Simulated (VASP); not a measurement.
# WC (Cmmm) in VASP: settings compared

WC is run at these levels: HF, PBEsol-based screened hybrid; tasks: single point.

Program: VASP 6.6.1. These are calculated values, not measurements. Logs are shortened: lines on timing, memory, paths and dates and some standing lists are left out, and cuts for length are marked.

## 1. The cell of the first run

Symmetry: Cmmm, No. 65, orthorhombic system. Conventional cell: a = 3.281 Å, b = 4.236 Å, c = 4.309 Å, α = 90.00°, β = 90.00°, γ = 90.00°. Within 3.5 Å of W (site symmetry mmm) lie 6 W at 2.68 to 3.28 Å and 8 C at 2.71 to 3.02 Å. C (site symmetry mmm) has 6 C at 2.68 to 3.28 Å and 8 W at 2.71 to 3.02 Å within 3.5 Å.

## 2. Single point, HF

The input, POSCAR:

```
WC
1.0
    1.6403461100     -2.1180379000      0.0000000000
    1.6403461100      2.1180379000      0.0000000000
    0.0000000000      0.0000000000      4.3094211000
W C
1 1
Direct
    0.5000000000      0.5000000000      0.5000000000
    0.0000000000      0.0000000000      0.0000000000
```

The input, INCAR.step1:

```
SYSTEM = WC
PREC     = Accurate       ! precision mode
ENCUT    = 520            ! plane-wave cutoff, eV
EDIFF    = 1E-5           ! SCF threshold, eV
ISMEAR   = -1             ! smearing method
SIGMA    = 0.05           ! smearing width, eV
LREAL    = .FALSE.        ! projectors in reciprocal space
LASPH    = .TRUE.         ! aspherical terms in the spheres
NELM     = 60             ! most SCF steps
ALGO     = Normal         ! electronic algorithm
ISIF     = 2              ! what is computed and relaxed
LWAVE    = .TRUE.         ! write WAVECAR
LCHARG   = .FALSE.        ! write CHGCAR
GGA      = PE             ! functional
NBANDS   = 16             ! bands
```

The input, INCAR.step2:

```
SYSTEM = WC
PREC     = Accurate       ! precision mode
ENCUT    = 520            ! plane-wave cutoff, eV
EDIFF    = 1E-7           ! SCF threshold, eV
ISMEAR   = -1             ! smearing method
SIGMA    = 0.05           ! smearing width, eV
LREAL    = .FALSE.        ! projectors in reciprocal space
LASPH    = .TRUE.         ! aspherical terms in the spheres
NELM     = 60             ! most SCF steps
ALGO     = Normal         ! electronic algorithm
ISIF     = 2              ! what is computed and relaxed
LWAVE    = .FALSE.        ! write WAVECAR
LCHARG   = .FALSE.        ! write CHGCAR
GGA      = PE             ! functional
LHFCALC  = .TRUE.         ! exact exchange
AEXX     = 1.0            ! exact-exchange fraction
ALDAC    = 0.0          
AGGAC    = 0.0          
PRECFOCK = Normal       
ISTART   = 1            
NBANDS   = 16             ! bands
```

The input, KPOINTS:

```
regular mesh
0
G
  5 5 3
  0 0 0
```

Potentials or basis: VASP PAW PBE potentials, release 64 (W_sv, C).

Command:

```
cat potpaw_PBE.64/W_sv/POTCAR potpaw_PBE.64/C/POTCAR > POTCAR
cp INCAR.step1 INCAR
mpirun -np 1 vasp_std > vasp.out
cp INCAR.step2 INCAR
mpirun -np 1 vasp_std > vasp.out
```

OUTCAR:

```text
SYSTEM = WC
   PREC = Accurate
   ENCUT = 520
   EDIFF = 1E-7
   ISMEAR = -1
   LREAL = .FALSE.
   LASPH = .TRUE.
   NELM = 60
   ISIF = 2
   GGA = PE
   LHFCALC = .TRUE.
   AEXX = 1.0
   PRECFOCK = Normal
   ISTART = 1

 ion  position               nearest neighbor table
   1  0.500  0.500  0.500-   2 2.71   2 2.71   2 2.71   2 2.71
   2  0.000  0.000  0.000-   1 2.71   1 2.71   1 2.71   1 2.71

  LATTYP: Found a base centered orthorhombic cell.
 ALAT       =     3.2806922200
 B/A-ratio  =     1.2912140231
 C/A-ratio  =     1.3135706769

  Lattice vectors:

 A1 = (   1.6403461100,  -2.1180379000,   0.0000000000)
 A2 = (   1.6403461100,   2.1180379000,   0.0000000000)
 A3 = (   0.0000000000,   0.0000000000,   4.3094211000)

Analysis of symmetry for initial positions (statically):
=====================================================================
 Subroutine PRICEL returns:
 Original cell was already a primitive cell.

 Routine SETGRP: Setting up the symmetry group for a
 base centered orthorhombic supercell.

 Subroutine GETGRP returns: Found  8 space group operations
 (whereof  8 operations were pure point group operations)
 out of a pool of  8 trial point group operations.

The static configuration has the point symmetry D_2h.

Analysis of symmetry for dynamics (positions and initial velocities):
=====================================================================
 Subroutine PRICEL returns:
 Original cell was already a primitive cell.

 Routine SETGRP: Setting up the symmetry group for a
 base centered orthorhombic supercell.

 Subroutine GETGRP returns: Found  8 space group operations
 (whereof  8 operations were pure point group operations)
 out of a pool of  8 trial point group operations.

The dynamic configuration has the point symmetry D_2h.

 Subroutine INISYM returns: Found  8 space group operations
 (whereof  8 operations are pure point group operations),
 and found     1 'primitive' translations

----------------------------------------------------------------------------------------

                                     Primitive cell

  volume of cell :      29.9446

  direct lattice vectors                    reciprocal lattice vectors
     1.640346110 -2.118037900  0.000000000     0.304813720 -0.236067542  0.000000000
     1.640346110  2.118037900  0.000000000     0.304813720  0.236067542  0.000000000
     0.000000000  0.000000000  4.309421100     0.000000000  0.000000000  0.232049729

  length of vectors
     2.678958735  2.678958735  4.309421100     0.385537661  0.385537661  0.232049729

  position of ions in fractional coordinates (direct lattice)
     0.500000000  0.500000000  0.500000000
     0.000000000  0.000000000  0.000000000

  ion indices of the primitive-cell ions
   primitive index   ion index
                 1           1
                 2           2

----------------------------------------------------------------------------------------

 KPOINTS: regular mesh

Automatic generation of k-mesh.
 Grid dimensions read from file:
 generate k-points for:    5    5    3

 Generating k-lattice:

  Cartesian coordinates                     Fractional coordinates (reciprocal lattice)
     0.060962744 -0.047213508  0.000000000     0.200000000  0.000000000  0.000000000
     0.060962744  0.047213508  0.000000000     0.000000000  0.200000000  0.000000000
     0.000000000  0.000000000  0.077349910     0.000000000  0.000000000  0.333333333

  Length of vectors
     0.077107532  0.077107532  0.077349910

  Shift w.r.t. Gamma in fractional coordinates (k-lattice)
     0.000000000  0.000000000  0.000000000

 Subroutine IBZKPT returns following result:
 ===========================================

 Found     18 irreducible k-points:

 Following reciprocal coordinates:
            Coordinates               Weight
  0.000000  0.000000  0.000000      1.000000
  0.200000  0.000000  0.000000      4.000000
  0.400000  0.000000  0.000000      4.000000
  0.200000  0.200000  0.000000      2.000000
  0.400000  0.200000  0.000000      4.000000
 -0.400000  0.200000  0.000000      4.000000
[... 10 lines left out ...]
  0.400000  0.400000  0.333333      4.000000
 -0.400000  0.400000  0.333333      4.000000
   k-points           NKPTS =     18   k-points in BZ     NKDIM =     75   number of bands    NBANDS=     16
   number of dos      NEDOS =    301   number of ions     NIONS =      2
   total plane-waves  NPLWV =  12800
   dimension x,y,z NGX =    20 NGY =   20 NGZ =   32
   dimension x,y,z NGXF=    40 NGYF=   40 NGZF=   64
   ions per type =               1   1
   NGX,Y,Z   is equivalent  to a cutoff of  12.41, 12.41, 12.34 a.u.
   NGXF,Y,Z  is equivalent  to a cutoff of  24.82, 24.82, 24.69 a.u.
 SYSTEM =  WC
   PREC   = accura    normal or accurate (medium, high low for compatibility)
   ISTART =      1    job   : 0-new  1-cont  2-samecut
   ICHARG =      0    charge: 1-file 2-atom 10-const
   ISPIN  =      1    spin polarized calculation?
   LNONCOLLINEAR =      F non collinear calculations
   LSORBIT =      F    spin-orbit coupling
   LASPH  =      T    aspherical Exc in radial PAW
   ENCUT  =  520.0 eV  38.22 Ry    6.18 a.u.   4.98  4.98  8.01*2*pi/ulx,y,z
   NELM   =     60;   NELMIN=  2; NELMDL=  0     # of ELM steps
   EDIFF  = 0.1E-06   stopping-criterion for ELM
   LREAL  =      F    real-space projection
   EDIFFG = 0.1E-05   stopping-criterion for IOM
   NSW    =      0    number of steps for IOM
   IBRION =     -1    ionic relax: 0-MD 1-quasi-New 2-CG
   NFREE  =      0    steps in history (QN), initial steepest desc. (CG)
   ISIF   =      2    stress and relaxation
   ISYM   =      3    0-nonsym 1-usesym 2-fastsym
   POTIM  = 0.5000    time-step for ionic-motion
   TEBEG  =    0.0;   TEEND  =   0.0 temperature during run
   PSTRESS=    0.0 pullay stress
   NELECT =      18.0000    total number of electrons
   NUPDOWN=      -1.0000    fix difference up-down
   EMIN   =  10.00;   EMAX   =-10.00  energy-range for DOS
   EFERMI =   0.00;   METHOD = LEGACY
   ISMEAR =    -1;   SIGMA  =   0.05  broadening in eV -4-tet -1-fermi 0-gaus
   EFERMI_NEDOS =   21; number of points for ismear=-14 and -15
   IALGO  =     38    algorithm
   IMIX   =      1    mixing-type and parameters
     AMIX     =   0.40;   BMIX     =  1.00
     AMIX_MAG =   1.60;   BMIX_MAG =  1.00
  volume/ion in A,a.u.               =      14.97       101.04
  Fermi-wavevector in a.u.,A,eV,Ry     =   1.381634  2.610909 25.972324  1.908912
  Thomas-Fermi vector in A             =   2.506400
   LORBIT       =      0    0 simple, 1 ext, 2 COOP (PROOUT), +10 PAW based schemes
   GGA     = PE    functional components
   LHFCALC =     T    Hartree Fock is set to
   PRECFOCK=normal    Normal, Fast or Accurate (Low or Medium for compatibility)
   ENCUT4O =  -1.0   cutoff for four orbital integrals eV
   NKREDX  =     1    reduce k-point grid by
   NKREDY  =     1    reduce k-point grid by
   NKREDZ  =     1    reduce k-point grid by
   AEXX    =    1.0000 exact exchange contribution
   HFSCREEN=    0.0000 screening length (either q_TF or 0.3 A-1)
   HFSCREENC=   0.0000 screening length for correlation (either q_TF or 0.3 A-1)
   ENCUTFOCK=  -1.0 apply spherical cutoff to Coloumb kernel
   IVDW    =     0    specifies the selected vdW correction
   LEPSILON=     F    determine dielectric tensor
   LRPA    =     F    only Hartree local field effects (RPA)
 non-spin polarized calculation
  energy-cutoff  :      520.00
  volume of cell :       29.94
 maximum number of plane-waves:       822
  NGX = 16; NGY = 16; NGZ = 28

 number of electron      18.0000005 magnetization

 Free energy of the ion-electron system (eV)
  ---------------------------------------------------
  ext. energy  EPLUGINS =         0.00000000
  ---------------------------------------------------
  free energy    TOTEN  =       -31.50501113 eV

  energy without entropy =      -31.49795446  energy(sigma->0) =      -31.50148280

 E-fermi :   9.3076     XC(G=0):   0.0000

 val. band max:        7.7141366041   @ k =  -0.4000   0.4000   0.0000
 cond. band min:       9.3331111893   @ k =  -0.4000   0.2000   0.3333
 fundamental gap:      1.6189745853
 Fermi energy:         9.3075699081

 k-point     1 :       0.0000    0.0000    0.0000
  band No.  band energies     occupation
      1     -84.8222      2.00000
      2     -43.2723      2.00000
      3     -42.4059      2.00000
      4     -42.0612      2.00000
      5     -12.7140      2.00000
      6      -2.6182      2.00000
[... 8 lines left out ...]
     15      26.8747      0.00000
     16      28.3771      0.00000

 k-point     2 :       0.2000    0.0000    0.0000
  band No.  band energies     occupation
      1     -84.7727      2.00000
      2     -43.1838      2.00000
      3     -42.9209      2.00000
      4     -42.1926      2.00000
      5     -11.6564      2.00000
      6      -1.3286      2.00000
[... 8 lines left out ...]
     15      25.0158      0.00000
     16      28.5526      0.00000

 k-point     3 :       0.4000    0.0000    0.0000
  band No.  band energies     occupation
      1     -84.6918      2.00000
      2     -43.8925      2.00000
      3     -43.0374      2.00000
      4     -42.1932      2.00000
      5      -9.1212      2.00000
      6      -2.1004      2.00000
[... 8 lines left out ...]
     15      20.7226      0.00000
     16      24.8518      0.00000

 k-point     4 :       0.2000    0.2000    0.0000
  band No.  band energies     occupation
      1     -84.7201      2.00000
      2     -43.0837      2.00000
      3     -43.0533      2.00000
      4     -42.7723      2.00000
      5     -10.2528      2.00000
      6       0.3909      2.00000
[... 8 lines left out ...]
     15      24.0633      0.00000
     16      26.7701      0.00000
[... 210 lines left out ...]
 k-point    16 :      -0.2000    0.2000    0.3333
  band No.  band energies     occupation
      1     -84.7323      2.00000
      2     -43.1261      2.00000
      3     -42.7871      2.00000
      4     -42.7519      2.00000
      5     -10.5590      2.00000
      6      -2.3583      2.00000
[... 8 lines left out ...]
     15      25.2415      0.00000
     16      27.6700      0.00000

 k-point    17 :       0.4000    0.4000    0.3333
  band No.  band energies     occupation
      1     -84.5785      2.00000
      2     -43.8749      2.00000
      3     -43.4074      2.00000
      4     -42.8782      2.00000
      5      -6.7813      2.00000
      6      -0.7998      2.00000
[... 8 lines left out ...]
     15      21.8368      0.00000
     16      23.0240      0.00000

 k-point    18 :      -0.4000    0.4000    0.3333
  band No.  band energies     occupation
      1     -84.5832      2.00000
      2     -43.8831      2.00000
      3     -43.2967      2.00000
      4     -42.8814      2.00000
      5      -7.3202      2.00000
      6      -1.4593      2.00000
[... 8 lines left out ...]
     15      21.6000      0.00000
     16      25.7826      0.00000

------------------------ aborting loop because EDIFF is reached ----------------------------------------

  FORCE on cell =-STRESS in cart. coord.  units (eV):
  Direction    XX          YY          ZZ          XY          YZ          ZX
  --------------------------------------------------------------------------------------
  -------------------------------------------------------------------------------------
  Total       -8.3080458     -0.1144143    -15.2692111     -0.0000000      0.0000000      0.0000000
  in kB     -444.5200068     -6.1217116   -816.9755003     -0.0000000      0.0000000      0.0000000
  external PRESSURE =    -422.5390729 kB  Pullay stress =       0.0000000 kB

 VOLUME and BASIS-vectors are now :
 -----------------------------------------------------------------------------
  energy-cutoff  :      520.00
  volume of cell :       29.94
      direct lattice vectors                 reciprocal lattice vectors
     1.640346110 -2.118037900  0.000000000     0.304813720 -0.236067542  0.000000000
     1.640346110  2.118037900  0.000000000     0.304813720  0.236067542  0.000000000
     0.000000000  0.000000000  4.309421100     0.000000000  0.000000000  0.232049729

 POSITION                                       TOTAL-FORCE (eV/Angst)
 -----------------------------------------------------------------------------------
      1.64035      0.00000      2.15471         0.000000     -0.000000      0.000000
      0.00000      0.00000      0.00000         0.000000      0.000000      0.000000
 -----------------------------------------------------------------------------------
    total drift:                               -0.000000     -0.000000      0.000000

  FREE ENERGIE OF THE ION-ELECTRON SYSTEM (eV)
  ---------------------------------------------------
  free  energy   TOTEN  =       -31.5050111346 eV

  energy  without entropy=      -31.4979544600  energy(sigma->0) =      -31.50148280
```

Run time: 44 min. Hardware: 1 thread of AMD EPYC 7R13, shared host; peak memory 0.12 GiB.

Results:

```yaml
Free_energy: -31.5050 eV
Pressure: -42.3 GPa
Band_gap_on_the_k_mesh: zero (band 9 reaches 12.36 eV, above the bottom of band 10 at 3.62 eV)
```

Levels at points of the mesh, in eV from the Fermi level:
| k point | band 7 | band 8 | band 9 | band 10 | band 11 | band 12 |
| --- | --- | --- | --- | --- | --- | --- |
| (0.00, 0.00, 0.00) | -9.61 | -8.33 | 3.05 | 4.94 | 5.27 | 5.90 |

Caveat: the k points lie up to 0.49 Å⁻¹ apart; the PAW data sets were made with another functional, which shifts forces and pressure a little; spin-orbit coupling is left out, which moves the levels of the heavy elements.

## 3. Single point, PBEsol-based screened hybrid

POSCAR is that of step 2.

The input, INCAR.step1:

```
  PREC = Accurate
  ENCUT = 520
  EDIFF = 1E-5
  ISMEAR = -1
  SIGMA = 0.05
  LREAL = False
  LASPH = True
  NELM = 60
  ALGO = Normal
  ISIF = 2
  LWAVE = True
  GGA = PE
  NBANDS = 16
```

The input, INCAR.step2:

```
  PREC = Accurate
  ENCUT = 520
  EDIFF = 1E-6
  ISMEAR = -1
  SIGMA = 0.05
  LREAL = False
  LASPH = True
  NELM = 60
  ALGO = Normal
  ISIF = 2
  LWAVE = False
  LCHARG = True
  GGA = PS
  LHFCALC = True
  AEXX = 0.25
  HFSCREEN = 0.207
  PRECFOCK = Normal
  LELF = True
  LVHAR = True
  ISTART = 1
  NBANDS = 16
```

The input, KPOINTS:

```
regular mesh
0
Gamma
  5 5 3
```

Potentials or basis: VASP PAW PBE potentials, release 64 (W_sv, C).

Command:

```
cat potpaw_PBE.64/W_sv/POTCAR potpaw_PBE.64/C/POTCAR > POTCAR
cp INCAR.step1 INCAR
mpirun -np 1 vasp_std > vasp.out
cp INCAR.step2 INCAR
mpirun -np 1 vasp_std > vasp.out
```

OUTCAR:

```text
PREC = Accurate
   ENCUT = 520
   EDIFF = 1E-6
   ISMEAR = -1
   LREAL = False
   LASPH = True
   NELM = 60
   ISIF = 2
   GGA = PS
   LHFCALC = True
   AEXX = 0.25
   HFSCREEN = 0.207
   PRECFOCK = Normal
   ISTART = 1

 ion  position               nearest neighbor table
   1  0.500  0.500  0.500-   2 2.71   2 2.71   2 2.71   2 2.71
   2  0.000  0.000  0.000-   1 2.71   1 2.71   1 2.71   1 2.71

[... 532 lines left out ...]
     16      20.0199      0.00000

------------------------ aborting loop because EDIFF is reached ----------------------------------------

  FORCE on cell =-STRESS in cart. coord.  units (eV):
  Direction    XX          YY          ZZ          XY          YZ          ZX
  --------------------------------------------------------------------------------------
  -------------------------------------------------------------------------------------
  Total       -8.1099739     -2.0386209    -14.6787879      0.0000000      0.0000000      0.0000000
  in kB     -433.9222210   -109.0759234   -785.3850489      0.0000000      0.0000000      0.0000000
  external PRESSURE =    -442.7943978 kB  Pullay stress =       0.0000000 kB

 VOLUME and BASIS-vectors are now :
 -----------------------------------------------------------------------------
  energy-cutoff  :      520.00
  volume of cell :       29.94
      direct lattice vectors                 reciprocal lattice vectors
     1.640346110 -2.118037900  0.000000000     0.304813720 -0.236067542  0.000000000
     1.640346110  2.118037900  0.000000000     0.304813720  0.236067542  0.000000000
     0.000000000  0.000000000  4.309421100     0.000000000  0.000000000  0.232049729

 POSITION                                       TOTAL-FORCE (eV/Angst)
 -----------------------------------------------------------------------------------
      1.64035      0.00000      2.15471        -0.000000      0.000000      0.000000
      0.00000      0.00000      0.00000         0.000000     -0.000000      0.000000
 -----------------------------------------------------------------------------------
    total drift:                                0.000000      0.000003      0.000003

  FREE ENERGIE OF THE ION-ELECTRON SYSTEM (eV)
  ---------------------------------------------------
  free  energy   TOTEN  =       -20.2554455892 eV

  energy  without entropy=      -20.2468332533  energy(sigma->0) =      -20.25113942
```

OUTCAR.step1:

```text
PREC = Accurate
   ENCUT = 520
   EDIFF = 1E-5
   ISMEAR = -1
   LREAL = False
[... 556 lines left out ...]
      1.64035      0.00000      2.15471        -0.000000     -0.000000      0.000000
      0.00000      0.00000      0.00000         0.000000      0.000000      0.000000
 -----------------------------------------------------------------------------------
    total drift:                                0.000000      0.000000      0.000000

  FREE ENERGIE OF THE ION-ELECTRON SYSTEM (eV)
  ---------------------------------------------------
  free  energy   TOTEN  =       -16.8280602750 eV

  energy  without entropy=      -16.8143677975  energy(sigma->0) =      -16.82121404
```

It took 4.4 min on 1 thread of Intel Xeon 6975P-C (Granite Rapids), shared host; peak memory 0.25 GiB.

What came out:

```
Free energy            : -20.2554 eV
Pressure               : -44.3 GPa
Band gap on the k mesh : zero (band 9 reaches 9.29 eV, above the bottom of band 10 at 4.47 eV)
```

Levels at points of the mesh, in eV from the Fermi level:
```tsv
k point	band 6	band 7	band 8	band 9	band 10	band 11	band 12	band 13
(0.00, 0.00, 0.00)	-6.59	-4.29	-3.95	2.24	2.33	2.48	3.22	3.23
```

Caveat: the k points lie up to 0.49 Å⁻¹ apart; the PAW data sets were made with another functional, which shifts forces and pressure a little; spin-orbit coupling is left out, which moves the levels of the heavy elements.
